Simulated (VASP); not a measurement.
## SiC (zincblende type): single point with PBE

SiC (zincblende type):

```xyz
2
Lattice="0.0000 2.0676 2.0676 2.0676 0.0000 2.0676 2.0676 2.0676 0.0000" Properties=species:S:1:pos:R:3 pbc="T T T"
Si    0.0000    0.0000    0.0000
C     1.0338    1.0338    1.0338
```

| Property | Result |
| --- | --- |
| Program | VASP 6.6.1 |
| Task | single point |
| Functional | PBE |
| Potentials or basis | VASP PAW PBE potentials, release 64 (Si, C) |
| Cutoff | 520 eV |
| k mesh | 16 × 16 × 16 |
| Occupations | fermi-dirac, width 0.1 eV |
| Spin | no spin polarisation |
| Dipole correction | no |
| Further INCAR settings | ALGO = Normal; EDIFF = 1e-06; NBANDS = 11 |

The pressure is 50.9 GPa. The band gap on the k mesh is 1.19 eV, indirect (least direct gap 4.68 eV).

Levels at points of the mesh, in eV from the valence-band top:
```
           k point  band 1  band 2  band 3  band 4  band 5  band 6  band 7  band 8
(0.00, 0.00, 0.00)  -16.69    0.00    0.00    0.00    8.11    8.50    8.50    8.50
(0.50, 0.00, 0.00)  -12.50   -9.45   -1.08   -1.08    6.92    7.89    7.89   10.94
(0.50, 0.50, 0.00)  -10.89   -8.33   -3.48   -3.48    1.19    4.91   15.94   15.94
```

Wall time 12 s on 1 thread of Intel(R) Xeon(R) 6975P-C (Granite Rapids) (shared host), peak memory 0.15 GiB.

A k mesh can miss the band edges. Expect the measured gap to be larger: semilocal functionals such as PBE lack the derivative discontinuity.
